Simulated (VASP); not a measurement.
# LaNi2Ge2 (I4/mmm) in VASP: single point with LDA

Aim: the single point of LaNi2Ge2 with LDA.

Program: VASP 6.6.1. These are calculated values, not measurements. Logs are shortened: lines on timing, memory, paths and dates and some standing lists are left out, and cuts for length are marked.

**1. The cell of the first run**

It takes space group I4/mmm (No. 139, tetragonal). The conventional cell has a = 4.115 Å, b = 4.115 Å, c = 9.704 Å, α = 90.00°, β = 90.00°, γ = 90.00°. Within 4.2 Å of La (site symmetry 4/mmm) lie 8 Ni at 3.18 Å and 10 Ge at 3.19 to 3.54 Å and 4 La at 4.11 Å. Within 3.1 Å of Ni (site symmetry -4m2) lie 4 Ge at 2.34 Å and 4 Ni at 2.91 Å. Within 3.1 Å of Ge (site symmetry 4mm) lie 4 Ni at 2.34 Å and 1 Ge at 2.63 Å.

**2. Single point, LDA**

INCAR

```
PREC = Accurate
ENCUT = 520
EDIFF = 1E-6
ISMEAR = 0
SIGMA = 0.1
LREAL = False
LASPH = True
NELM = 100
ALGO = Normal
ISIF = 2
LWAVE = False
LCHARG = False
NBANDS = 38
```

KPOINTS

```
regular mesh
0
Gamma
  12 12 12
```

POSCAR

```
LaNi2Ge2
1.0
   -2.0574321109      2.0574321109      4.8519322204
    2.0574321109     -2.0574321109      4.8519322204
    2.0574321109      2.0574321109     -4.8519322204
La Ni Ge
1 2 2
Direct
    0.0000000000      0.0000000000      0.0000000000
    0.2500000000      0.7500000000      0.5000000000
    0.7500000000      0.2500000000      0.5000000000
    0.6353828229      0.6353828229      0.0000000000
    0.3646171771      0.3646171771      0.0000000000
```

Potentials or basis: VASP PAW LDA potentials, release 64 (La, Ni, Ge_d).

Launch:

```sh
$ cat potpaw_LDA.64/La/POTCAR potpaw_LDA.64/Ni/POTCAR potpaw_LDA.64/Ge_d/POTCAR > POTCAR
$ mpirun -np 1 vasp_std > vasp.out
```

OUTCAR:

```text
PREC = Accurate
   ENCUT = 520
   EDIFF = 1E-6
   ISMEAR = 0
   LREAL = False
   LASPH = True
   NELM = 100
   ISIF = 2

 ion  position               nearest neighbor table
   1  0.000  0.000  0.000-   3 3.18   2 3.18   3 3.18   2 3.18   2 3.18   3 3.18   2 3.18   3 3.18
                             4 3.19   5 3.19   4 3.19   5 3.19   4 3.19   5 3.19   4 3.19   5 3.19
   2  0.250  0.750  0.500-   5 2.34   4 2.34   5 2.34   4 2.34   3 2.91   3 2.91   3 2.91   3 2.91
                             1 3.18   1 3.18   1 3.18   1 3.18
   3  0.750  0.250  0.500-   5 2.34   4 2.34   5 2.34   4 2.34   2 2.91   2 2.91   2 2.91   2 2.91
                             1 3.18   1 3.18   1 3.18   1 3.18
   4  0.635  0.635  0.000-   2 2.34   3 2.34   2 2.34   3 2.34   5 2.63   1 3.19   1 3.19   1 3.19
                             1 3.19
   5  0.365  0.365  0.000-   2 2.34   3 2.34   2 2.34   3 2.34   4 2.63   1 3.19   1 3.19   1 3.19
                             1 3.19

  LATTYP: Found a body centered tetragonal cell.
 ALAT       =     4.1148642218
 C/A-ratio  =     2.3582465709

  Lattice vectors:

 A1 = (  -2.0574321109,   2.0574321109,   4.8519322204)
 A2 = (   2.0574321109,  -2.0574321109,   4.8519322204)
 A3 = (   2.0574321109,   2.0574321109,  -4.8519322204)

Analysis of symmetry for initial positions (statically):
=====================================================================
 Subroutine PRICEL returns:
 Original cell was already a primitive cell.

 Routine SETGRP: Setting up the symmetry group for a
 body centered tetragonal supercell.

 Subroutine GETGRP returns: Found 16 space group operations
 (whereof 16 operations were pure point group operations)
 out of a pool of 16 trial point group operations.

The static configuration has the point symmetry D_4h.

Analysis of symmetry for dynamics (positions and initial velocities):
=====================================================================
 Subroutine PRICEL returns:
 Original cell was already a primitive cell.

 Routine SETGRP: Setting up the symmetry group for a
 body centered tetragonal supercell.

 Subroutine GETGRP returns: Found 16 space group operations
 (whereof 16 operations were pure point group operations)
 out of a pool of 16 trial point group operations.

The dynamic configuration has the point symmetry D_4h.

 Subroutine INISYM returns: Found 16 space group operations
[... 96 lines left out ...]
   ICHARG =      2    charge: 1-file 2-atom 10-const
   ISPIN  =      1    spin polarized calculation?
   LNONCOLLINEAR =      F non collinear calculations
   LSORBIT =      F    spin-orbit coupling
   LASPH  =      T    aspherical Exc in radial PAW
   ENCUT  =  520.0 eV  38.22 Ry    6.18 a.u.  10.52 10.52 10.52*2*pi/ulx,y,z
   NELM   =    100;   NELMIN=  2; NELMDL= -5     # of ELM steps
   EDIFF  = 0.1E-05   stopping-criterion for ELM
   LREAL  =      F    real-space projection
   EDIFFG = 0.1E-04   stopping-criterion for IOM
   NSW    =      0    number of steps for IOM
   IBRION =     -1    ionic relax: 0-MD 1-quasi-New 2-CG
   NFREE  =      0    steps in history (QN), initial steepest desc. (CG)
   ISIF   =      2    stress and relaxation
   ISYM   =      2    0-nonsym 1-usesym 2-fastsym
   POTIM  = 0.5000    time-step for ionic-motion
   TEBEG  =    0.0;   TEEND  =   0.0 temperature during run
   PSTRESS=    0.0 pullay stress
   NELECT =      59.0000    total number of electrons
   NUPDOWN=      -1.0000    fix difference up-down
   EMIN   =  10.00;   EMAX   =-10.00  energy-range for DOS
   EFERMI =   0.00;   METHOD = LEGACY
   ISMEAR =     0;   SIGMA  =   0.10  broadening in eV -4-tet -1-fermi 0-gaus
   EFERMI_NEDOS =   21; number of points for ismear=-14 and -15
   IALGO  =     38    algorithm
   IMIX   =      4    mixing-type and parameters
     AMIX     =   0.40;   BMIX     =  1.00
     AMIX_MAG =   1.60;   BMIX_MAG =  1.00
  volume/ion in A,a.u.               =      16.43       110.88
  Fermi-wavevector in a.u.,A,eV,Ry     =   1.466055  2.770442 29.243235  2.149317
  Thomas-Fermi vector in A             =   2.581838
   LORBIT       =      0    0 simple, 1 ext, 2 COOP (PROOUT), +10 PAW based schemes
   GGA     = CA    functional components
   LHFCALC =     F    Hartree Fock is set to
   AEXX    =    0.0000 exact exchange contribution
   IVDW    =     0    specifies the selected vdW correction
   LEPSILON=     F    determine dielectric tensor
   LRPA    =     F    only Hartree local field effects (RPA)
 non-spin polarized calculation
 Gauss-broadening in eV      SIGMA  =   0.10
  energy-cutoff  :      520.00
  volume of cell :       82.15
 maximum number of plane-waves:      2237
   NGX = 21   NGY = 21   NGZ = 21

 number of electron      58.9999992 magnetization

 Free energy of the ion-electron system (eV)
  ---------------------------------------------------
  ext. energy  EPLUGINS =         0.00000000
  ---------------------------------------------------
  free energy    TOTEN  =       -32.85741235 eV

  energy without entropy =      -32.83589737  energy(sigma->0) =      -32.84665486

 E-fermi :   8.8950     XC(G=0): -12.1688

 val. band max:        8.8925234763   @ k =  -0.4167   0.1667  -0.0000
 cond. band min:       8.8967076738   @ k =   0.1667   0.1667   0.1667
 fundamental gap:      0.0041841975
 Fermi energy:         8.8950289636

 k-point     1 :       0.0000    0.0000    0.0000
  band No.  band energies     occupation
      1     -22.9613      2.00000
      2     -15.2967      2.00000
      3     -15.2452      2.00000
      4     -15.2452      2.00000
      5     -15.2002      2.00000
      6     -15.2002      2.00000
[... 973 lines left out ...]
     37      11.6378      0.00000
     38      11.6443      0.00000

 [... further k-points ...]
[... 5 lines left out ...]
  --------------------------------------------------------------------------------------
  -------------------------------------------------------------------------------------
  Total        0.1746267      0.1746267      0.0603776      0.0000000      0.0000000      0.0000000
  in kB        3.4056143      3.4056143      1.1774990      0.0000000      0.0000000      0.0000000
  external PRESSURE =       2.6629092 kB  Pullay stress =       0.0000000 kB

 VOLUME and BASIS-vectors are now :
 -----------------------------------------------------------------------------
  energy-cutoff  :      520.00
  volume of cell :       82.15
      direct lattice vectors                 reciprocal lattice vectors
    -2.057432111  2.057432111  4.851932220     0.000000000  0.243021384  0.103051728
     2.057432111 -2.057432111  4.851932220     0.243021384  0.000000000  0.103051728
     2.057432111  2.057432111 -4.851932220     0.243021384  0.243021384  0.000000000

 POSITION                                       TOTAL-FORCE (eV/Angst)
 -----------------------------------------------------------------------------------
      0.00000      0.00000      0.00000        -0.000000     -0.000000      0.000000
      2.05743      0.00000      2.42597        -0.000000     -0.000000      0.000000
      0.00000      2.05743      2.42597        -0.000000     -0.000000      0.000000
      0.00000      0.00000      6.16567         0.000000      0.000000     -0.029588
      0.00000      0.00000      3.53820        -0.000000     -0.000000      0.029588
 -----------------------------------------------------------------------------------
    total drift:                               -0.000000     -0.000000      0.000000

  FREE ENERGIE OF THE ION-ELECTRON SYSTEM (eV)
  ---------------------------------------------------
  free  energy   TOTEN  =       -32.8574123537 eV

  energy  without entropy=      -32.8358973662  energy(sigma->0) =      -32.84665486
```

It took 11 min on 1 thread of AMD EPYC 9R45 (Zen 5), shared host; peak memory 0.59 GiB.

What came out:

```yaml
Free_energy: -32.8574 eV
Pressure: 0.3 GPa
Largest_force: 0.030 eV/Å
```

Forces on the atoms (eV/Å):
```
La   0.000  0.000  0.000
Ni   0.000  0.000  0.000
Ni   0.000  0.000  0.000
Ge   0.000  0.000 -0.030
Ge   0.000  0.000  0.030
```

Caveat: spin-orbit coupling is left out, which moves the levels of the heavy elements.
